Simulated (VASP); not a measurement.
# Ba (P6_3/mmc) in VASP: notebook

Ba is run at these levels: PBE; tasks: single point.

Everything below comes from runs of VASP 6.6.1. Logs are shortened: lines on timing, memory, paths and dates and some standing lists are left out, and cuts for length are marked.

### Step 1. The cell of the first run

Symmetry: P6_3/mmc, No. 194, hexagonal system. The conventional cell has a = 4.492 Å, b = 4.492 Å, c = 14.671 Å, α = 90.00°, β = 90.00°, γ = 120.00°. Within 5.9 Å of Ba (site symmetry -3m) lie 12 Ba at 4.49 Å. Within 5.9 Å of Ba (site symmetry -6m2) lie 12 Ba at 4.49 Å.

This isn't the form of Ba at room conditions, which is bcc.

### Step 2. Single point, PBE

INCAR

```
PREC = Accurate
ENCUT = 520
EDIFF = 1E-7
ISMEAR = -1
SIGMA = 0.1
LREAL = F
LASPH = T
NELM = 60
ALGO = Normal
ISIF = 2
LWAVE = F
LCHARG = F
GGA = PE
NBANDS = 28
```

KPOINTS

```
Automatic mesh
0
Gamma
  8 8 3
```

POSCAR

```
Ba
1.0
    4.4921103160      0.0000000000      0.0000000000
   -2.2460551580      3.8902816502      0.0000000000
    0.0000000000      0.0000000000     14.6712345366
Ba
4
Direct
    0.0000000000      1.0000000000      0.0000000000
    0.0000000000      1.0000000000      0.5000000000
    0.3333333333      0.6666666667      0.2500000000
    0.6666666667      0.3333333333      0.7500000000
```

Potentials or basis: VASP PAW PBE potentials, release 64 (Ba_sv).

Launch:

```bash
> cat potpaw_PBE.64/Ba_sv/POTCAR > POTCAR
> mpirun -np 1 vasp_std > vasp.out
```

OUTCAR:

```text
PREC = Accurate
   ENCUT = 520
   EDIFF = 1E-7
   ISMEAR = -1
   LREAL = F
   LASPH = T
   NELM = 60
   ISIF = 2
   GGA = PE

 ion  position               nearest neighbor table
   1  0.000  0.000  0.000-   3 4.49   4 4.49   3 4.49   4 4.49   4 4.49   3 4.49
   2  0.000  0.000  0.500-   3 4.49   4 4.49   3 4.49   4 4.49   4 4.49   3 4.49
   3  0.333  0.667  0.250-   1 4.49   2 4.49   1 4.49   2 4.49   1 4.49   2 4.49
   4  0.667  0.333  0.750-   1 4.49   2 4.49   1 4.49   2 4.49   1 4.49   2 4.49

  LATTYP: Found a hexagonal cell.
 ALAT       =     4.4921103160
 C/A-ratio  =     3.2660004997

  Lattice vectors:

 A1 = (   4.4921103160,   0.0000000000,   0.0000000000)
 A2 = (  -2.2460551580,   3.8902816502,   0.0000000000)
 A3 = (   0.0000000000,   0.0000000000,  14.6712345366)

Analysis of symmetry for initial positions (statically):
=====================================================================
 Subroutine PRICEL returns:
 Original cell was already a primitive cell.

 Routine SETGRP: Setting up the symmetry group for a
 hexagonal supercell.

 Subroutine GETGRP returns: Found 24 space group operations
 (whereof 12 operations were pure point group operations)
 out of a pool of 24 trial point group operations.

The static configuration has the point symmetry D_3d.
 The point group associated with its full space group is D_6h.

Analysis of symmetry for dynamics (positions and initial velocities):
=====================================================================
 Subroutine PRICEL returns:
 Original cell was already a primitive cell.

 Routine SETGRP: Setting up the symmetry group for a
 hexagonal supercell.

 Subroutine GETGRP returns: Found 24 space group operations
 (whereof 12 operations were pure point group operations)
 out of a pool of 24 trial point group operations.

The dynamic configuration has the point symmetry D_3d.
 The point group associated with its full space group is D_6h.

 Subroutine INISYM returns: Found 24 space group operations
 (whereof 12 operations are pure point group operations),
 and found     1 'primitive' translations

----------------------------------------------------------------------------------------

                                     Primitive cell

  volume of cell :     256.3882

  direct lattice vectors                    reciprocal lattice vectors
     4.492110316  0.000000000  0.000000000     0.222612521  0.128525399  0.000000000
    -2.246055158  3.890281650  0.000000000     0.000000000  0.257050797  0.000000000
     0.000000000  0.000000000 14.671234537     0.000000000  0.000000000  0.068160590

  length of vectors
     4.492110316  4.492110316 14.671234537     0.257050797  0.257050797  0.068160590

  position of ions in fractional coordinates (direct lattice)
     0.000000000  0.000000000  0.000000000
     0.000000000  0.000000000  0.500000000
     0.333333333  0.666666667  0.250000000
     0.666666667  0.333333333  0.750000000

  ion indices of the primitive-cell ions
   primitive index   ion index
                 1           1
                 2           2
                 3           3
                 4           4

----------------------------------------------------------------------------------------

 KPOINTS: Automatic mesh

Automatic generation of k-mesh.
 Grid dimensions read from file:
 generate k-points for:    8    8    3

 Generating k-lattice:

  Cartesian coordinates                     Fractional coordinates (reciprocal lattice)
     0.027826565  0.016065675  0.000000000     0.125000000  0.000000000  0.000000000
     0.000000000  0.032131350  0.000000000     0.000000000  0.125000000  0.000000000
     0.000000000  0.000000000  0.022720197     0.000000000  0.000000000  0.333333333

  Length of vectors
     0.032131350  0.032131350  0.022720197

  Shift w.r.t. Gamma in fractional coordinates (k-lattice)
     0.000000000  0.000000000  0.000000000

 Subroutine IBZKPT returns following result:
 ===========================================

 Found     20 irreducible k-points:

 Following reciprocal coordinates:
            Coordinates               Weight
  0.000000  0.000000  0.000000      1.000000
  0.125000  0.000000  0.000000      6.000000
  0.250000  0.000000  0.000000      6.000000
  0.375000  0.000000  0.000000      6.000000
  0.500000  0.000000  0.000000      3.000000
  0.125000  0.125000  0.000000      6.000000
[... 12 lines left out ...]
  0.250000  0.250000  0.333333     12.000000
  0.375000  0.250000  0.333333     12.000000
   k-points           NKPTS =     20   k-points in BZ     NKDIM =     20   number of bands    NBANDS=     28
   number of dos      NEDOS =    301   number of ions     NIONS =      4
   total plane-waves  NPLWV = 145152
   dimension x,y,z NGX =    36 NGY =   36 NGZ =  112
   dimension x,y,z NGXF=    72 NGYF=   72 NGZF=  224
   ions per type =               4
   NGX,Y,Z   is equivalent  to a cutoff of  13.32, 13.32, 12.69 a.u.
   NGXF,Y,Z  is equivalent  to a cutoff of  26.65, 26.65, 25.38 a.u.
 SYSTEM =  unknown system
   PREC   = accura    normal or accurate (medium, high low for compatibility)
   ISTART =      0    job   : 0-new  1-cont  2-samecut
   ICHARG =      2    charge: 1-file 2-atom 10-const
   ISPIN  =      1    spin polarized calculation?
   LNONCOLLINEAR =      F non collinear calculations
   LSORBIT =      F    spin-orbit coupling
   LASPH  =      T    aspherical Exc in radial PAW
   ENCUT  =  520.0 eV  38.22 Ry    6.18 a.u.   8.35  8.35 27.28*2*pi/ulx,y,z
   NELM   =     60;   NELMIN=  2; NELMDL= -5     # of ELM steps
   EDIFF  = 0.1E-06   stopping-criterion for ELM
   LREAL  =      F    real-space projection
   EDIFFG = 0.1E-05   stopping-criterion for IOM
   NSW    =      0    number of steps for IOM
   IBRION =     -1    ionic relax: 0-MD 1-quasi-New 2-CG
   NFREE  =      0    steps in history (QN), initial steepest desc. (CG)
   ISIF   =      2    stress and relaxation
   ISYM   =      2    0-nonsym 1-usesym 2-fastsym
   POTIM  = 0.5000    time-step for ionic-motion
   TEBEG  =    0.0;   TEEND  =   0.0 temperature during run
   PSTRESS=    0.0 pullay stress
   NELECT =      40.0000    total number of electrons
   NUPDOWN=      -1.0000    fix difference up-down
   EMIN   =  10.00;   EMAX   =-10.00  energy-range for DOS
   EFERMI =   0.00;   METHOD = LEGACY
   ISMEAR =    -1;   SIGMA  =   0.10  broadening in eV -4-tet -1-fermi 0-gaus
   EFERMI_NEDOS =   21; number of points for ismear=-14 and -15
   IALGO  =     38    algorithm
   IMIX   =      4    mixing-type and parameters
     AMIX     =   0.40;   BMIX     =  1.00
     AMIX_MAG =   1.60;   BMIX_MAG =  1.00
  volume/ion in A,a.u.               =      64.10       432.55
  Fermi-wavevector in a.u.,A,eV,Ry     =   0.881310  1.665435 10.567749  0.776708
  Thomas-Fermi vector in A             =   2.001789
   LORBIT       =      0    0 simple, 1 ext, 2 COOP (PROOUT), +10 PAW based schemes
   GGA     = PE    functional components
   LHFCALC =     F    Hartree Fock is set to
   AEXX    =    0.0000 exact exchange contribution
   IVDW    =     0    specifies the selected vdW correction
   LEPSILON=     F    determine dielectric tensor
   LRPA    =     F    only Hartree local field effects (RPA)
 non-spin polarized calculation
  energy-cutoff  :      520.00
  volume of cell :      256.39
 maximum number of plane-waves:      6960
 NGX is ok and might be reduce to    36
   NGX = 17   NGY = 17   NGZ = 55

 number of electron      40.0000001 magnetization

 Free energy of the ion-electron system (eV)
  ---------------------------------------------------
  ext. energy  EPLUGINS =         0.00000000
  ---------------------------------------------------
  free energy    TOTEN  =        -7.67833809 eV

  energy without entropy =       -7.44822196  energy(sigma->0) =       -7.56328002

 E-fermi :   1.6277     XC(G=0):  -7.3518

 val. band max:        1.6023723155   @ k =   0.5000   0.0000   0.3333
 cond. band min:       1.6722202205   @ k =   0.5000   0.0000   0.3333
 fundamental gap:      0.0698479050
 Fermi energy:         1.6277297908

 k-point     1 :       0.0000    0.0000    0.0000
  band No.  band energies     occupation
      1     -27.2966      2.00000
      2     -27.2789      2.00000
      3     -27.2772      2.00000
      4     -27.2594      2.00000
      5     -12.6954      2.00000
      6     -12.4859      2.00000
[... 20 lines left out ...]
     27       3.3208      0.00000
     28       3.4256      0.00000

 k-point     2 :       0.1250    0.0000    0.0000
  band No.  band energies     occupation
      1     -27.2918      2.00000
      2     -27.2753      2.00000
      3     -27.2736      2.00000
      4     -27.2571      2.00000
      5     -12.6742      2.00000
      6     -12.4934      2.00000
[... 20 lines left out ...]
     27       3.4640      0.00000
     28       3.4866      0.00000

 k-point     3 :       0.2500    0.0000    0.0000
  band No.  band energies     occupation
      1     -27.2796      2.00000
      2     -27.2666      2.00000
      3     -27.2649      2.00000
      4     -27.2518      2.00000
      5     -12.6198      2.00000
      6     -12.5483      2.00000
[... 20 lines left out ...]
     27       3.3558      0.00000
     28       3.4664      0.00000

 k-point     4 :       0.3750    0.0000    0.0000
  band No.  band energies     occupation
      1     -27.2661      2.00000
      2     -27.2578      2.00000
      3     -27.2561      2.00000
      4     -27.2478      2.00000
      5     -12.6457      2.00000
      6     -12.6435      2.00000
[... 454 lines left out ...]
     27       2.9837      0.00000
     28       3.0561      0.00000

 k-point    19 :       0.2500    0.2500    0.3333
  band No.  band energies     occupation
      1     -27.2587      2.00000
      2     -27.2565      2.00000
      3     -27.2501      2.00000
      4     -27.2479      2.00000
      5     -12.6141      2.00000
      6     -12.6103      2.00000
[... 20 lines left out ...]
     27       2.6719      0.00006
     28       2.8500      0.00001

 k-point    20 :       0.3750    0.2500    0.3333
  band No.  band energies     occupation
      1     -27.2531      2.00000
      2     -27.2523      2.00000
      3     -27.2492      2.00000
      4     -27.2484      2.00000
      5     -12.6209      2.00000
      6     -12.6163      2.00000
[... 20 lines left out ...]
     27       2.7197      0.00004
     28       2.7521      0.00003

------------------------ aborting loop because EDIFF is reached ----------------------------------------

  FORCE on cell =-STRESS in cart. coord.  units (eV):
  Direction    XX          YY          ZZ          XY          YZ          ZX
  --------------------------------------------------------------------------------------
  -------------------------------------------------------------------------------------
  Total        0.0781681      0.0781681      0.0803733      0.0000000      0.0000000      0.0000000
  in kB        0.4884746      0.4884746      0.5022551      0.0000000      0.0000000      0.0000000
  external PRESSURE =       0.4930681 kB  Pullay stress =       0.0000000 kB

 VOLUME and BASIS-vectors are now :
 -----------------------------------------------------------------------------
  energy-cutoff  :      520.00
  volume of cell :      256.39
      direct lattice vectors                 reciprocal lattice vectors
     4.492110316  0.000000000  0.000000000     0.222612521  0.128525399  0.000000000
    -2.246055158  3.890281650  0.000000000     0.000000000  0.257050797  0.000000000
     0.000000000  0.000000000 14.671234537     0.000000000  0.000000000  0.068160590

 POSITION                                       TOTAL-FORCE (eV/Angst)
 -----------------------------------------------------------------------------------
      0.00000      0.00000      0.00000         0.000000     -0.000000      0.000000
      0.00000      0.00000      7.33562        -0.000000     -0.000000      0.000000
     -0.00000      2.59352      3.66781        -0.000000     -0.000000     -0.000000
      2.24606      1.29676     11.00343         0.000000      0.000000      0.000000
 -----------------------------------------------------------------------------------
    total drift:                               -0.000000      0.000000      0.000000

  FREE ENERGIE OF THE ION-ELECTRON SYSTEM (eV)
  ---------------------------------------------------
  free  energy   TOTEN  =        -7.6783380869 eV

  energy  without entropy=       -7.4482219624  energy(sigma->0) =       -7.56328002
```

Run time: 1.9 min. Hardware: 1 thread of AMD EPYC 7R13 (Zen 3), shared host; peak memory 0.38 GiB.

Results:

| Property | Result |
| --- | --- |
| Free energy | -7.6783 eV |
| Pressure | 0.0 GPa |
| Band gap on the k mesh | zero (bands 20 and 21 overlap by 0.12 eV) |

Levels at points of the mesh, in eV from the Fermi level:
```
           k point  band 17  band 18  band 19  band 20  band 21  band 22  band 23  band 24
(0.00, 0.00, 0.00)    -2.78    -1.84    -1.84    -0.96     0.98     1.00     1.01     1.63
(0.50, 0.00, 0.00)    -0.92    -0.83    -0.49    -0.40     0.10     0.12     0.26     0.82
```

Caveat: spin-orbit coupling is left out, which moves the levels of the heavy elements.

[end of part 1 of 2]

The gap in the log of VASP goes by the Fermi energy; the results here count the filled bands.